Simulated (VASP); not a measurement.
# Al3N (P3m1) in VASP: further runs

Al3N is run at these levels: PBE; tasks: relaxation of cell and atoms, single point.

All numbers are computed with VASP 6.6.1; they aren't measurements. Logs are shortened: lines on timing, memory, paths and dates and some standing lists are left out, and cuts for length are marked.

## (1) The cell of the first run

It takes space group P3m1 (No. 156, trigonal). Conventional cell: a = 3.020 Å, b = 3.020 Å, c = 14.510 Å, α = 90.00°, β = 90.00°, γ = 120.00°. Al (site symmetry 3m) has 4 N at 1.86 to 1.90 Å within 2.5 Å. Al (site symmetry 3m) has 3 N at 1.88 Å within 2.5 Å. Al (site symmetry 3m) has 1 N at 1.92 Å within 2.6 Å. Al (site symmetry 3m) has 12 Al at 2.86 to 3.02 Å within 3.8 Å. Al (site symmetry 3m) has 12 Al at 2.87 to 3.02 Å within 3.8 Å. Al (site symmetry 3m) has 12 Al at 2.87 to 3.02 Å and 1 N at 3.13 Å within 3.8 Å. N (site symmetry 3m) has 4 Al at 1.86 to 1.92 Å within 2.5 Å. Within 2.5 Å of N (site symmetry 3m) lie 4 Al at 1.88 to 1.90 Å.

## (2) Relaxation of cell and atoms, PBE

INCAR reads:

```
PREC     = Accurate       # precision mode
ENCUT    = 600            # plane-wave cutoff, eV
EDIFF    = 1E-6           # SCF threshold, eV
ISMEAR   = 0              # smearing method
SIGMA    = 0.1            # smearing width, eV
LREAL    = False          # projectors in reciprocal space
LASPH    = True           # aspherical terms in the spheres
NELM     = 60             # most SCF steps
ALGO     = Normal         # electronic algorithm
ISIF     = 3              # what is computed and relaxed
LWAVE    = False          # write WAVECAR
LCHARG   = False          # write CHGCAR
GGA      = PE             # functional
IBRION   = 2              # ionic algorithm
NSW      = 100            # ionic steps
EDIFFG   = -0.01          # ionic threshold
```

KPOINTS reads:

```
regular mesh
0
Gamma
  12 12 2
```

POSCAR reads:

```
Al3N
1.0
    3.0204665856      0.0000000000      0.0000000000
   -1.5102332928      2.6158007944      0.0000000000
    0.0000000000      0.0000000000     14.5095329477
Al N
6 2
Direct
    0.3333333333      0.6666666667      0.1821685615
    0.0000000000      0.0000000000      0.0027812518
    0.0000000000      0.0000000000      0.3590379322
    0.3333333333      0.6666666667      0.5155415268
    0.6666666667      0.3333333333      0.6779909338
    0.3333333333      0.6666666667      0.8350308346
    0.0000000000      0.0000000000      0.2264618759
    0.3333333333      0.6666666667      0.0509870834
```

Potentials or basis: VASP PAW PBE potentials, release 64 (Al, N).

Run with:

```sh
> cat potpaw_PBE.64/Al/POTCAR potpaw_PBE.64/N/POTCAR > POTCAR
> mpirun -np 1 vasp_std > vasp.out
```

OUTCAR:

```text
PREC = Accurate
   ENCUT = 600
   EDIFF = 1E-6
   ISMEAR = 0
   LREAL = False
   LASPH = True
   NELM = 60
   ISIF = 3
   GGA = PE
   IBRION = 2
   NSW = 100
   EDIFFG = -0.01

 ion  position               nearest neighbor table
   1  0.333  0.667  0.182-   7 1.86   7 1.86   7 1.86   8 1.90   3 3.10   3 3.10   3 3.10   2 3.13
                             2 3.13   2 3.13
   2  0.000  0.000  0.003-   8 1.88   8 1.88   8 1.88   6 2.99   6 2.99   6 2.99   1 3.13   1 3.13
                             1 3.13
   3  0.000  0.000  0.359-   7 1.92   4 2.86   4 2.86   4 2.86   1 3.10   1 3.10   1 3.10
   4  0.333  0.667  0.516-   3 2.86   3 2.86   3 2.86   5 2.93   5 2.93   5 2.93
   5  0.667  0.333  0.678-   6 2.87   6 2.87   6 2.87   4 2.93   4 2.93   4 2.93
   6  0.333  0.667  0.835-   5 2.87   5 2.87   5 2.87   2 2.99   2 2.99   2 2.99
   7  0.000  0.000  0.226-   1 1.86   1 1.86   1 1.86   3 1.92
   8  0.333  0.667  0.051-   2 1.88   2 1.88   2 1.88   1 1.90

  LATTYP: Found a hexagonal cell.
 ALAT       =     3.0204665856
 C/A-ratio  =     4.8037389378

  Lattice vectors:

 A1 = (   3.0204665856,   0.0000000000,   0.0000000000)
 A2 = (  -1.5102332928,   2.6158007944,   0.0000000000)
 A3 = (   0.0000000000,   0.0000000000,  14.5095329477)

Analysis of symmetry for initial positions (statically):
=====================================================================
 Subroutine PRICEL returns:
 Original cell was already a primitive cell.

 Routine SETGRP: Setting up the symmetry group for a
 hexagonal supercell.

 Subroutine GETGRP returns: Found  6 space group operations
 (whereof  6 operations were pure point group operations)
 out of a pool of 24 trial point group operations.

The static configuration has the point symmetry C_3v.

Analysis of symmetry for dynamics (positions and initial velocities):
=====================================================================
 Subroutine PRICEL returns:
 Original cell was already a primitive cell.

 Routine SETGRP: Setting up the symmetry group for a
 hexagonal supercell.

 Subroutine GETGRP returns: Found  6 space group operations
 (whereof  6 operations were pure point group operations)
 out of a pool of 24 trial point group operations.

The dynamic configuration has the point symmetry C_3v.

 Subroutine INISYM returns: Found  6 space group operations
 (whereof  6 operations are pure point group operations),
 and found     1 'primitive' translations

----------------------------------------------------------------------------------------

                                     Primitive cell

  volume of cell :     114.6389

  direct lattice vectors                    reciprocal lattice vectors
     3.020466586  0.000000000  0.000000000     0.331074677  0.191146054  0.000000000
    -1.510233293  2.615800794  0.000000000     0.000000000  0.382292108  0.000000000
     0.000000000  0.000000000 14.509532948     0.000000000  0.000000000  0.068920206

  length of vectors
     3.020466586  3.020466586 14.509532948     0.382292108  0.382292108  0.068920206

  position of ions in fractional coordinates (direct lattice)
     0.333333333  0.666666667  0.182168561
     0.000000000  0.000000000  0.002781252
     0.000000000  0.000000000  0.359037932
     0.333333333  0.666666667  0.515541527
     0.666666667  0.333333333  0.677990934
     0.333333333  0.666666667  0.835030835
     0.000000000  0.000000000  0.226461876
     0.333333333  0.666666667  0.050987083

  ion indices of the primitive-cell ions
   primitive index   ion index
                 1           1
                 2           2
                 3           3
                 4           4
                 5           5
                 6           6
                 7           7
                 8           8

----------------------------------------------------------------------------------------

 KPOINTS: regular mesh

Automatic generation of k-mesh.
 Grid dimensions read from file:
 generate k-points for:   12   12    2

 Generating k-lattice:

  Cartesian coordinates                     Fractional coordinates (reciprocal lattice)
     0.027589556  0.015928838  0.000000000     0.083333333  0.000000000  0.000000000
     0.000000000  0.031857676  0.000000000     0.000000000  0.083333333  0.000000000
     0.000000000  0.000000000  0.034460103     0.000000000  0.000000000  0.500000000

  Length of vectors
     0.031857676  0.031857676  0.034460103

  Shift w.r.t. Gamma in fractional coordinates (k-lattice)
     0.000000000  0.000000000  0.000000000

 Subroutine IBZKPT returns following result:
 ===========================================

 Found     38 irreducible k-points:

 Following reciprocal coordinates:
            Coordinates               Weight
  0.000000  0.000000  0.000000      1.000000
  0.083333 -0.000000  0.000000      6.000000
  0.166667  0.000000  0.000000      6.000000
  0.250000 -0.000000  0.000000      6.000000
  0.333333  0.000000  0.000000      6.000000
  0.416667  0.000000  0.000000      6.000000
[... 16 lines left out ...]
  0.250000 -0.000000  0.500000      6.000000
  0.333333  0.000000  0.500000      6.000000
 [... further k-points ...]
   k-points           NKPTS =     38   k-points in BZ     NKDIM =     38   number of bands    NBANDS=     19
   number of dos      NEDOS =    301   number of ions     NIONS =      8
   total plane-waves  NPLWV =  69120
   dimension x,y,z NGX =    24 NGY =   24 NGZ =  120
   dimension x,y,z NGXF=    48 NGYF=   48 NGZF=  240
   ions per type =               6   2
   NGX,Y,Z   is equivalent  to a cutoff of  13.21, 13.21, 13.75 a.u.
   NGXF,Y,Z  is equivalent  to a cutoff of  26.42, 26.42, 27.50 a.u.
 SYSTEM =  unknown system
   PREC   = accura    normal or accurate (medium, high low for compatibility)
   ISTART =      0    job   : 0-new  1-cont  2-samecut
   ICHARG =      2    charge: 1-file 2-atom 10-const
   ISPIN  =      1    spin polarized calculation?
   LNONCOLLINEAR =      F non collinear calculations
   LSORBIT =      F    spin-orbit coupling
   LASPH  =      T    aspherical Exc in radial PAW
   ENCUT  =  600.0 eV  44.10 Ry    6.64 a.u.   6.03  6.03 28.98*2*pi/ulx,y,z
   NELM   =     60;   NELMIN=  2; NELMDL= -5     # of ELM steps
   EDIFF  = 0.1E-05   stopping-criterion for ELM
   LREAL  =      F    real-space projection
   EDIFFG = -.1E-01   stopping-criterion for IOM
   NSW    =    100    number of steps for IOM
   IBRION =      2    ionic relax: 0-MD 1-quasi-New 2-CG
   NFREE  =      1    steps in history (QN), initial steepest desc. (CG)
   ISIF   =      3    stress and relaxation
   ISYM   =      2    0-nonsym 1-usesym 2-fastsym
   POTIM  = 0.5000    time-step for ionic-motion
   TEBEG  =    0.0;   TEEND  =   0.0 temperature during run
   PSTRESS=    0.0 pullay stress
   NELECT =      28.0000    total number of electrons
   NUPDOWN=      -1.0000    fix difference up-down
   EMIN   =  10.00;   EMAX   =-10.00  energy-range for DOS
   EFERMI =   0.00;   METHOD = LEGACY
   ISMEAR =     0;   SIGMA  =   0.10  broadening in eV -4-tet -1-fermi 0-gaus
   EFERMI_NEDOS =   21; number of points for ismear=-14 and -15
   IALGO  =     38    algorithm
   IMIX   =      4    mixing-type and parameters
     AMIX     =   0.40;   BMIX     =  1.00
     AMIX_MAG =   1.60;   BMIX_MAG =  1.00
  volume/ion in A,a.u.               =      14.33        96.70
  Fermi-wavevector in a.u.,A,eV,Ry     =   1.023333  1.933818 14.248151  1.047210
  Thomas-Fermi vector in A             =   2.157060
   LORBIT       =      0    0 simple, 1 ext, 2 COOP (PROOUT), +10 PAW based schemes
   GGA     = PE    functional components
   LHFCALC =     F    Hartree Fock is set to
   AEXX    =    0.0000 exact exchange contribution
   IVDW    =     0    specifies the selected vdW correction
   LEPSILON=     F    determine dielectric tensor
   LRPA    =     F    only Hartree local field effects (RPA)
 conjugate gradient relaxation of ions
 non-spin polarized calculation
 Gauss-broadening in eV      SIGMA  =   0.10
  energy-cutoff  :      600.00
  volume of cell :      114.64
 maximum number of plane-waves:      3882
   NGX = 13   NGY = 13   NGZ = 57

--------------------------------------- Ionic step        1  -------------------------------------------

 number of electron      28.0000001 magnetization

 Free energy of the ion-electron system (eV)
  ---------------------------------------------------
  ext. energy  EPLUGINS =         0.00000000
  ---------------------------------------------------
  free energy    TOTEN  =       -43.38166503 eV

  energy without entropy =      -43.37295170  energy(sigma->0) =      -43.37730837

------------------------ aborting loop because EDIFF is reached ----------------------------------------

  FORCE on cell =-STRESS in cart. coord.  units (eV):
  Direction    XX          YY          ZZ          XY          YZ          ZX
  --------------------------------------------------------------------------------------
  -------------------------------------------------------------------------------------
  Total        0.5648084      0.5648084     -1.3067472      0.0000000      0.0000000      0.0000000
  in kB        7.8936817      7.8936817    -18.2629117      0.0000000      0.0000000      0.0000000
  external PRESSURE =      -0.8251827 kB  Pullay stress =       0.0000000 kB
[... 107 lines left out ...]
  FREE ENERGIE OF THE ION-ELECTRON SYSTEM (eV)
  ---------------------------------------------------
  free  energy   TOTEN  =       -43.3945316154 eV

  energy  without entropy=      -43.3876293963  energy(sigma->0) =      -43.39108051

[... ionic steps 4 to 14 ...]

--------------------------------------- Ionic step       15  -------------------------------------------

 number of electron      27.9999999 magnetization

------------------------ aborting loop because EDIFF is reached ----------------------------------------
[... 79 lines left out ...]
--------------------------------------- Ionic step       17  -------------------------------------------

 number of electron      27.9999999 magnetization

 Free energy of the ion-electron system (eV)
  ---------------------------------------------------
  ext. energy  EPLUGINS =         0.00000000
  ---------------------------------------------------
  free energy    TOTEN  =       -43.40513652 eV

  energy without entropy =      -43.39868338  energy(sigma->0) =      -43.40190995

 E-fermi :   7.5342     XC(G=0): -10.2566

 val. band max:        7.4874796171   @ k =   0.5000  -0.0000   0.5000
 cond. band min:       7.5484734893   @ k =   0.2500   0.1667   0.5000
 fundamental gap:      0.0609938722
 Fermi energy:         7.5342455387

 k-point     1 :       0.0000    0.0000    0.0000
  band No.  band energies     occupation
      1      -9.6499      2.00000
      2      -8.6717      2.00000
      3      -2.6998      2.00000
      4      -1.7756      2.00000
      5      -1.0534      2.00000
      6       1.1841      2.00000
[... 505 lines left out ...]
      6       0.9944      2.00000
[... 11 lines left out ...]
     18      10.8183      0.00000
     19      11.6976      0.00000

 [... further k-points ...]
[... 5 lines left out ...]
  --------------------------------------------------------------------------------------
  -------------------------------------------------------------------------------------
  Total        0.0117016      0.0117016      0.0102260      0.0000000      0.0000000      0.0000000
  in kB        0.1642758      0.1642758      0.1435596      0.0000000      0.0000000      0.0000000
  external PRESSURE =       0.1573704 kB  Pullay stress =       0.0000000 kB
[... 23 lines left out ...]
  FREE ENERGIE OF THE ION-ELECTRON SYSTEM (eV)
  ---------------------------------------------------
  free  energy   TOTEN  =       -43.4051365163 eV

  energy  without entropy=      -43.3986833846  energy(sigma->0) =      -43.40190995

 reached required accuracy - stopping structural energy minimisation
```

Wall time 7.9 min (1 thread of Intel Xeon Platinum 8488C (Sapphire Rapids), shared host); peak memory 0.3 GiB.

What came out:

- Free energy: -43.4051 eV
- Relaxed volume: 14.27 Å³/atom
- Relaxed cell: a = 3.034 Å, b = 3.034 Å, c = 14.318 Å, α = 90.00°, β = 90.00°, γ = 120.00°
- Space group after relaxing (to 0.05 Å): P3m1 (No. 156)
- Energy gained by relaxing: 2.9 meV/atom
- Ionic steps: 17
- Pressure after relaxing: 0.0 GPa
- Largest force after relaxing: 0.008 eV/Å
- Band gap on the k mesh: zero (band 14 reaches 9.55 eV, above the bottom of band 15 at 6.82 eV)

Forces on the atoms (eV/Å):
```
Al   0.000  0.000  0.005
Al   0.000  0.000 -0.003
Al   0.000  0.000 -0.003
Al   0.000  0.000 -0.008
Al   0.000  0.000  0.000
Al   0.000  0.000  0.003
N    0.000  0.000  0.004
N    0.000  0.000  0.003
```

Step by step:
```
step  energy change (eV)  largest force (eV/Å)  pressure (GPa)  volume (Å³)
   1              0.0000                0.2423           -0.08       114.64
   2             -0.0119                0.2236            0.01       114.51
   3             -0.0129                0.2529            0.05       114.46
   4             -0.0182                0.1627           -0.07       114.47
   5             -0.0182                0.1819           -0.09       114.47
   6             -0.0207                0.0808           -0.06       114.33
   7             -0.0216                0.1217           -0.03       114.20
   8             -0.0217                0.1308           -0.02       114.17
   9             -0.0227                0.0846            0.01       114.03
  10             -0.0227                0.0690            0.00       114.05
  11             -0.0231                0.0427            0.08       114.01
  12             -0.0232                0.0417            0.10       113.99
  13             -0.0234                0.0179           -0.05       114.18
  14             -0.0234                0.0181           -0.05       114.18
  15             -0.0234                0.0118            0.04       114.10
  16             -0.0234                0.0132            0.02       114.12
  17             -0.0235                0.0081            0.02       114.13
```

Final structure:
```
Al N
1.0
     3.03374    0.00000    0.00000
    -1.51687    2.62729    0.00000
     0.00000    0.00000   14.31848
Al N
6 2
Direct
  0.33333 0.66667 0.18390
  0.00000 0.00000 0.00234
  0.00000 0.00000 0.36281
  0.33333 0.66667 0.51457
  0.66667 0.33333 0.67541
  0.33333 0.66667 0.83160
  0.00000 0.00000 0.22846
  0.33333 0.66667 0.05090
```

## (3) Single point, PBE

This run uses another cell than the first one: it holds 4 atoms, not 8.

INCAR reads:

```
PREC = Accurate ; ENCUT = 600
EDIFF = 1E-6 ; ISMEAR = 0
SIGMA = 0.2 ; LREAL = False
LASPH = True ; NELM = 120
ALGO = Normal ; ISIF = 2
LWAVE = False ; LCHARG = True
GGA = PE ; LELF = True
LVHAR = True ; NBANDS = 15
GGA_COMPAT = False
```

KPOINTS reads:

```
Automatic mesh
0
Gamma
  7 7 3
```

POSCAR reads:

```
Al3N
1.0
    3.0601783278      0.0000000000      0.0000000000
   -1.5300891639      2.6501921720      0.0000000000
    0.0000000000      0.0000000000      7.0279802826
Al N
3 1
Direct
    0.0000000000      0.0000000000     -0.0015547337
    0.3333333333      0.6666666667      0.3675513208
    0.6666666667      0.3333333333      0.6641172400
    0.3333333333      0.6666666667      0.0968861729
```

Potentials or basis: VASP PAW PBE potentials, release 64 (Al, N).

Run with:

```sh
> cat potpaw_PBE.64/Al/POTCAR potpaw_PBE.64/N/POTCAR > POTCAR
> mpirun -np 1 vasp_std > vasp.out
```

Wall time 15 s (1 thread of Intel Xeon Platinum 8488C (Sapphire Rapids), shared host); peak memory 0.17 GiB.

It converged, with:

```yaml
Free_energy: -21.4505 eV
Pressure: -0.1 GPa
Largest_force: 0.005 eV/Å
Band_gap_on_the_k_mesh: zero (band 7 reaches 8.37 eV, above the bottom of band 8 at 6.31 eV)
```

Forces in eV/Å, atoms in the order of the input:
```
Al   0.000  0.000 -0.005
Al   0.000  0.000  0.004
Al   0.000  0.000 -0.002
N    0.000  0.000  0.003
```

Stress tensor (GPa, compression positive):
```
 0.03  0.00  0.00
 0.00  0.03  0.00
 0.00  0.00 -0.24
```

Levels at points of the mesh, in eV from the Fermi level:
```tsv
k point	band 5	band 6	band 7	band 8	band 9	band 10
(0.00, 0.00, 0.00)	-2.80	-2.80	-1.62	5.37	5.96	8.28
```

## (4) Single point, PBE

This run uses another cell than the first one: it holds 4 atoms, not 8.

INCAR reads:

```
SYSTEM = Al3N
PREC = Accurate
ENCUT = 600
EDIFF = 1E-6
ISMEAR = 0
SIGMA = 0.1
LREAL = .False.
LASPH = .True.
NELM = 120
ALGO = Normal
ISIF = 2
LWAVE = .False.
LCHARG = .False.
GGA = PE
NBANDS = 15
GGA_COMPAT = .False.
```

KPOINTS reads:

```
regular mesh
0
Gamma
  6 6 4
  0 0 0
```

POSCAR, as its differences from that of step 3:

```diff
@@ -8,3 +8,3 @@
 Direct
-    0.0000000000      0.0000000000     -0.0015547337
+    0.0000000000      0.0000000000      0.9984452663
     0.3333333333      0.6666666667      0.3675513208
```

Run with:

```sh
> cat potpaw_PBE.64/Al/POTCAR potpaw_PBE.64/N/POTCAR > POTCAR
> mpirun -np 1 vasp_std > vasp.out
```

Run time: 16 s. Hardware: 1 thread of Intel Xeon Platinum 8488C (Sapphire Rapids), shared host; peak memory 0.18 GiB.

The run converged. Its results:

| Item | Value |
| --- | --- |
| Free energy | -21.3191 eV |
| Pressure | 0.4 GPa |
| Largest force | 0.425 eV/Å |
| Band gap on the k mesh | zero (band 7 reaches 8.90 eV, above the bottom of band 8 at 6.68 eV) |

Forces in eV/Å, atoms in the order of the input:
```
Al   0.000  0.000  0.160
Al   0.000  0.000 -0.425
Al   0.000  0.000  0.205
N    0.000  0.000  0.060
```

Stress tensor (GPa, compression positive):
```
-1.75  0.00  0.00
 0.00 -1.75  0.00
 0.00  0.00  4.66
```

Levels at points of the mesh, in eV from the Fermi level:
```csv
k point,band 4,band 5,band 6,band 7,band 8,band 9,band 10,band 11
"(0.00, 0.00, 0.00)",-3.44,-2.98,-2.98,-1.96,5.13,5.65,7.91,7.91
"(0.50, 0.00, 0.00)",-5.11,-4.63,-3.96,-2.99,0.06,1.99,3.26,4.10
"(0.00, 0.00, 0.50)",-6.45,-2.98,-2.98,0.83,2.72,7.25,8.09,8.09
"(0.50, 0.00, 0.50)",-5.28,-4.02,-3.95,-1.57,-1.38,0.93,3.78,3.87
```

Caveat: the k points lie up to 0.40 Å⁻¹ apart.

## (5) The runs side by side

| task | cell | k mesh | smearing | gap on the mesh (eV) | pressure (GPa) | largest force (eV/Å) |
| --- | --- | --- | --- | --- | --- | --- |
| relaxation of cell and atoms | relaxed from a = 3.020, b = 3.020, c = 14.510 Å, angles 90.0, 90.0, 120.0°, 8 atoms | 12 × 12 × 2 | gaussian 0.1 eV | none | 0.0 | 0.01 |
| single point | a = 3.060, b = 3.060, c = 7.028 Å, angles 90.0, 90.0, 120.0°, 4 atoms | 7 × 7 × 3 | gaussian 0.2 eV | none | -0.1 | 0.01 |
| single point | a = 3.060, b = 3.060, c = 7.028 Å, angles 90.0, 90.0, 120.0°, 4 atoms | 6 × 6 × 4 | gaussian 0.1 eV | none | 0.4 | 0.43 |

Alike in all rows: level PBE; potentials or basis VASP PAW PBE potentials, release 64 (Al, N); no spin polarisation; cutoff (eV) 600.

Caveats: some runs use coarse meshes.

Absolute energies hang on the potentials; compare differences alone.
